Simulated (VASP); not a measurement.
# PbS (Fm-3m) in VASP: further runs

PbS is run at these levels: PBE; tasks: single point.

All numbers are computed with VASP 6.6.1; they aren't measurements. Logs are shortened: lines on timing, memory, paths and dates and some standing lists are left out, and cuts for length are marked.

## 1. The cell of the first run

It takes space group Fm-3m (No. 225, cubic). The conventional cell has a = 5.931 Å, b = 5.931 Å, c = 5.931 Å, α = 90.00°, β = 90.00°, γ = 90.00°. Within 3.9 Å of Pb (site symmetry m-3m) lie 6 S at 2.97 Å. Within 3.9 Å of S (site symmetry m-3m) lie 6 Pb at 2.97 Å.

## 2. Single point, PBE, non-collinear spin, zero start, spin-orbit coupling

Input file INCAR:

```
SYSTEM = PbS
PREC = Accurate ; ENCUT = 520
EDIFF = 1E-6 ; ISMEAR = -1
SIGMA = 0.05 ; LREAL = .False.
LASPH = .True. ; NELM = 150
ALGO = Normal ; ISIF = 2
LWAVE = .False. ; LCHARG = .False.
MAGMOM = 0 0 0 0 0 0 ; LORBIT = 11
LSORBIT = .True. ; GGA_COMPAT = .False.
LORBMOM = .True. ; GGA = PE
NBANDS = 32
```

Input file KPOINTS:

```
Automatic mesh
0
Gamma
  8 8 8
  0 0 0
```

Input file POSCAR:

```
PbS
1.0
    0.0000000000      2.9657500000      2.9657500000
    2.9657500000      0.0000000000      2.9657500000
    2.9657500000      2.9657500000      0.0000000000
Pb S
1 1
Direct
    0.0000000000      0.0000000000      0.0000000000
    0.5000000000      0.5000000000      0.5000000000
```

Potentials or basis: VASP PAW PBE potentials, release 64 (Pb_d, S).

Started as:

```bash
$ cat potpaw_PBE.64/Pb_d/POTCAR potpaw_PBE.64/S/POTCAR > POTCAR
$ mpirun -np 1 vasp_ncl > vasp.out
```

OUTCAR:

```text
SYSTEM = PbS
   PREC = Accurate
   ENCUT = 520
   EDIFF = 1E-6
   ISMEAR = -1
   LREAL = .False.
   LASPH = .True.
   NELM = 150
   ISIF = 2
   LORBIT = 11
   LSORBIT = .True.
   GGA = PE

 ion  position               nearest neighbor table
   1  0.000  0.000  0.000-   2 2.97   2 2.97   2 2.97   2 2.97   2 2.97   2 2.97
   2  0.500  0.500  0.500-   1 2.97   1 2.97   1 2.97   1 2.97   1 2.97   1 2.97

  LATTYP: Found a face centered cubic cell.
 ALAT       =     5.9315000000

  Lattice vectors:

 A1 = (   0.0000000000,   2.9657500000,   2.9657500000)
 A2 = (   2.9657500000,   0.0000000000,   2.9657500000)
 A3 = (   2.9657500000,   2.9657500000,   0.0000000000)

Analysis of symmetry for initial positions (statically):
=====================================================================
 Subroutine PRICEL returns:
 Original cell was already a primitive cell.

 Routine SETGRP: Setting up the symmetry group for a
 face centered cubic supercell.

 Subroutine GETGRP returns: Found 48 space group operations
 (whereof 48 operations were pure point group operations)
 out of a pool of 48 trial point group operations.

The static configuration has the point symmetry O_h .

Analysis of symmetry for dynamics (positions and initial velocities):
=====================================================================
 Subroutine PRICEL returns:
 Original cell was already a primitive cell.

 Routine SETGRP: Setting up the symmetry group for a
 face centered cubic supercell.

 Subroutine GETGRP returns: Found 48 space group operations
 (whereof 48 operations were pure point group operations)
 out of a pool of 48 trial point group operations.

The dynamic configuration has the point symmetry O_h .

Analysis of structural, dynamic, and magnetic symmetry:
=====================================================================
 Subroutine PRICEL returns:
 Original cell was already a primitive cell.

 Routine SETGRP: Setting up the symmetry group for a
 face centered cubic supercell.

 Subroutine GETGRP returns: Found 48 space group operations
 (whereof 48 operations were pure point group operations)
 out of a pool of 48 trial point group operations.

The overall configuration has the point symmetry O_h .

 Subroutine INISYM returns: Found 48 space group operations
 (whereof 48 operations are pure point group operations),
 and found     1 'primitive' translations

----------------------------------------------------------------------------------------

                                     Primitive cell

  volume of cell :      52.1715

  direct lattice vectors                    reciprocal lattice vectors
     0.000000000  2.965750000  2.965750000    -0.168591419  0.168591419  0.168591419
     2.965750000  0.000000000  2.965750000     0.168591419 -0.168591419  0.168591419
     2.965750000  2.965750000  0.000000000     0.168591419  0.168591419 -0.168591419

  length of vectors
     4.194203873  4.194203873  4.194203873     0.292008903  0.292008903  0.292008903

  position of ions in fractional coordinates (direct lattice)
     0.000000000  0.000000000  0.000000000
     0.500000000  0.500000000  0.500000000

  ion indices of the primitive-cell ions
   primitive index   ion index
                 1           1
                 2           2

----------------------------------------------------------------------------------------

 KPOINTS: Automatic mesh

Automatic generation of k-mesh.
 Grid dimensions read from file:
 generate k-points for:    8    8    8

 Generating k-lattice:

  Cartesian coordinates                     Fractional coordinates (reciprocal lattice)
    -0.021073927  0.021073927  0.021073927     0.125000000  0.000000000  0.000000000
     0.021073927 -0.021073927  0.021073927     0.000000000  0.125000000  0.000000000
     0.021073927  0.021073927 -0.021073927     0.000000000  0.000000000  0.125000000

  Length of vectors
     0.036501113  0.036501113  0.036501113

  Shift w.r.t. Gamma in fractional coordinates (k-lattice)
     0.000000000  0.000000000  0.000000000

 Subroutine IBZKPT returns following result:
 ===========================================

 Found     29 irreducible k-points:

 Following reciprocal coordinates:
            Coordinates               Weight
  0.000000  0.000000  0.000000      1.000000
  0.125000  0.000000  0.000000      8.000000
  0.250000  0.000000  0.000000      8.000000
  0.375000  0.000000  0.000000      8.000000
  0.500000  0.000000  0.000000      4.000000
  0.125000  0.125000  0.000000      6.000000
[... 16 lines left out ...]
  0.500000  0.250000  0.125000     48.000000
 -0.375000  0.250000  0.125000     24.000000
 [... further k-points ...]
[... 20 lines left out ...]
   EDIFFG = 0.1E-04   stopping-criterion for IOM
   NSW    =      0    number of steps for IOM
   IBRION =     -1    ionic relax: 0-MD 1-quasi-New 2-CG
   NFREE  =      0    steps in history (QN), initial steepest desc. (CG)
   ISIF   =      2    stress and relaxation
   ISYM   =      2    0-nonsym 1-usesym 2-fastsym
   POTIM  = 0.5000    time-step for ionic-motion
   TEBEG  =    0.0;   TEEND  =   0.0 temperature during run
   PSTRESS=    0.0 pullay stress
   NELECT =      20.0000    total number of electrons
   NUPDOWN=      -1.0000    fix difference up-down
   EMIN   =  10.00;   EMAX   =-10.00  energy-range for DOS
   EFERMI =   0.00;   METHOD = LEGACY
   ISMEAR =    -1;   SIGMA  =   0.05  broadening in eV -4-tet -1-fermi 0-gaus
   EFERMI_NEDOS =   21; number of points for ismear=-14 and -15
   IALGO  =     38    algorithm
   IMIX   =      4    mixing-type and parameters
     AMIX     =   0.40;   BMIX     =  1.00
     AMIX_MAG =   1.60;   BMIX_MAG =  1.00
  volume/ion in A,a.u.               =      26.09       176.04
  Fermi-wavevector in a.u.,A,eV,Ry     =   1.189251  2.247359 19.242973  1.414319
  Thomas-Fermi vector in A             =   2.325363
   LORBIT       =     11    0 simple, 1 ext, 2 COOP (PROOUT), +10 PAW based schemes
   GGA     = PE    functional components
   LHFCALC =     F    Hartree Fock is set to
   AEXX    =    0.0000 exact exchange contribution
   IVDW    =     0    specifies the selected vdW correction
   LEPSILON=     F    determine dielectric tensor
   LRPA    =     F    only Hartree local field effects (RPA)
  energy-cutoff  :      520.00
  volume of cell :       52.17
 maximum number of plane-waves:      2848
   NGX = 15   NGY = 15   NGZ = 15

 number of electron      20.0000000 magnetization       0.0000000      0.0000000      0.0000000

 number of electron      19.9999998 magnetization      -0.0000000     -0.0000000      0.0000000

 number of electron      19.9999998 magnetization       0.0000000      0.0000000     -0.0000000

 Free energy of the ion-electron system (eV)
  ---------------------------------------------------
  ext. energy  EPLUGINS =         0.00000000
  ---------------------------------------------------
  free energy    TOTEN  =        -9.13548888 eV

  energy without entropy =       -9.13441061  energy(sigma->0) =       -9.13494975

 E-fermi :   5.8037     XC(G=0):  -9.6809

 val. band max:        5.7952755602   @ k =   0.5000   0.0000   0.0000
 cond. band min:       5.8121503873   @ k =   0.5000   0.0000   0.0000
 fundamental gap:      0.0168748272
 Fermi energy:         5.8037193978

 k-point     1 :       0.0000    0.0000    0.0000
  band No.  band energies     occupation
      1     -12.4724      1.00000
      2     -12.4724      1.00000
      3     -12.4724      1.00000
      4     -12.4724      1.00000
      5      -9.9268      1.00000
      6      -9.9268      1.00000
[... 829 lines left out ...]
     31      16.7173      0.00000
     32      16.7199      0.00000

 [... further k-points ...]
[... 5 lines left out ...]
  --------------------------------------------------------------------------------------
  -------------------------------------------------------------------------------------
  Total        0.5991864      0.5991864      0.5991864     -0.0000000      0.0000000      0.0000000
  in kB       18.4008941     18.4008941     18.4008941     -0.0000000      0.0000000      0.0000000
  external PRESSURE =      18.4008941 kB  Pullay stress =       0.0000000 kB

 VOLUME and BASIS-vectors are now :
 -----------------------------------------------------------------------------
  energy-cutoff  :      520.00
  volume of cell :       52.17
      direct lattice vectors                 reciprocal lattice vectors
     0.000000000  2.965750000  2.965750000    -0.168591419  0.168591419  0.168591419
     2.965750000  0.000000000  2.965750000     0.168591419 -0.168591419  0.168591419
     2.965750000  2.965750000  0.000000000     0.168591419  0.168591419 -0.168591419

 POSITION                                       TOTAL-FORCE (eV/Angst)
 -----------------------------------------------------------------------------------
      0.00000      0.00000      0.00000        -0.000000      0.000000     -0.000000
      2.96575      2.96575      2.96575         0.000000      0.000000      0.000000
 -----------------------------------------------------------------------------------
    total drift:                                0.000000     -0.000000     -0.000000

  FREE ENERGIE OF THE ION-ELECTRON SYSTEM (eV)
  ---------------------------------------------------
  free  energy   TOTEN  =        -9.1354888783 eV

  energy  without entropy=       -9.1344106127  energy(sigma->0) =       -9.13494975

 orbital moment (x)

 # of ion     p       d       tot
 ----------------------------------------
  1        -0.000  -0.000  -0.000
  2        -0.000   0.000  -0.000
 ----------------------------------------
           -0.000  -0.000  -0.000

 orbital moment (y)

 # of ion     p       d       tot
 ----------------------------------------
  1        -0.000  -0.000  -0.000
  2         0.000   0.000   0.000
 ----------------------------------------
            0.000  -0.000   0.000

 orbital moment (z)

 # of ion     p       d       tot
 ----------------------------------------
  1         0.000   0.000   0.000
  2         0.000   0.000   0.000
 ----------------------------------------
            0.000   0.000   0.000

 Spin-Orbit-Coupling matrix elements

 Ion:    1  E_soc:     -0.7926632
 l=   1
     0.0000000    -0.0653938    -0.0653938
    -0.0653938     0.0000000    -0.0653938
    -0.0653938    -0.0653938     0.0000000
 l=   2
     0.0000000    -0.0134521     0.0000000    -0.0134521    -0.0532646
    -0.0134521     0.0000000    -0.0399484    -0.0134521    -0.0133161
     0.0000000    -0.0399484     0.0000000    -0.0399484     0.0000000
    -0.0134521    -0.0134521    -0.0399484     0.0000000    -0.0133161
    -0.0532646    -0.0133161     0.0000000    -0.0133161     0.0000000
 l=   3
     0.0000000     0.0000000     0.0000000     0.0000000     0.0000000     0.0000000     0.0000000
     0.0000000     0.0000000     0.0000000     0.0000000     0.0000000     0.0000000     0.0000000
     0.0000000     0.0000000     0.0000000     0.0000000     0.0000000     0.0000000     0.0000000
     0.0000000     0.0000000     0.0000000     0.0000000     0.0000000     0.0000000     0.0000000
     0.0000000     0.0000000     0.0000000     0.0000000     0.0000000     0.0000000     0.0000000
     0.0000000     0.0000000     0.0000000     0.0000000     0.0000000     0.0000000     0.0000000
     0.0000000     0.0000000     0.0000000     0.0000000     0.0000000     0.0000000     0.0000000

 Ion:    2  E_soc:     -0.0040406
 l=   1
     0.0000000    -0.0006734    -0.0006734
    -0.0006734     0.0000000    -0.0006734
    -0.0006734    -0.0006734     0.0000000
 l=   2
     0.0000000     0.0000000     0.0000000     0.0000000     0.0000000
     0.0000000     0.0000000     0.0000000     0.0000000     0.0000000
     0.0000000     0.0000000     0.0000000     0.0000000     0.0000000
     0.0000000     0.0000000     0.0000000     0.0000000     0.0000000
     0.0000000     0.0000000     0.0000000     0.0000000     0.0000000
 l=   3
     0.0000000     0.0000000     0.0000000     0.0000000     0.0000000     0.0000000     0.0000000
     0.0000000     0.0000000     0.0000000     0.0000000     0.0000000     0.0000000     0.0000000
     0.0000000     0.0000000     0.0000000     0.0000000     0.0000000     0.0000000     0.0000000
     0.0000000     0.0000000     0.0000000     0.0000000     0.0000000     0.0000000     0.0000000
     0.0000000     0.0000000     0.0000000     0.0000000     0.0000000     0.0000000     0.0000000
     0.0000000     0.0000000     0.0000000     0.0000000     0.0000000     0.0000000     0.0000000
     0.0000000     0.0000000     0.0000000     0.0000000     0.0000000     0.0000000     0.0000000

 total charge

# of ion       s       p       d       tot
------------------------------------------
    1        1.479   0.527   9.848  11.853
    2        1.354   2.329   0.000   3.682
--------------------------------------------------
tot          2.833   2.855   9.848  15.536

 magnetization (x)

# of ion       s       p       d       tot
------------------------------------------
    1        0.000   0.000  -0.000   0.000
    2        0.000  -0.000   0.000  -0.000
--------------------------------------------------
tot          0.000   0.000  -0.000   0.000

 magnetization (y)

# of ion       s       p       d       tot
------------------------------------------
    1        0.000   0.000   0.000   0.000
    2        0.000   0.000   0.000   0.000
--------------------------------------------------
tot          0.000   0.000   0.000   0.000

 magnetization (z)

# of ion       s       p       d       tot
------------------------------------------
    1        0.000  -0.000   0.000   0.000
    2        0.000  -0.000   0.000   0.000
--------------------------------------------------
tot          0.000  -0.000   0.000   0.000
```

Run time: 54 s. Hardware: 1 thread of AMD EPYC 9R45 (Zen 5), shared host; peak memory 0.3 GiB.

What came out:

| Item | Value |
| --- | --- |
| Free energy | -9.1355 eV |
| Pressure | 1.8 GPa |
| Net moment | 0.00 μB per cell |
| Valence electrons inside the program's atomic spheres | Pb 11.85; S 3.68 |

Moments on the atoms (μB; x, y, z):
```
Pb  0.00 0.00 0.00
S   0.00 0.00 0.00
```

(Continued in part 2 of 2.)
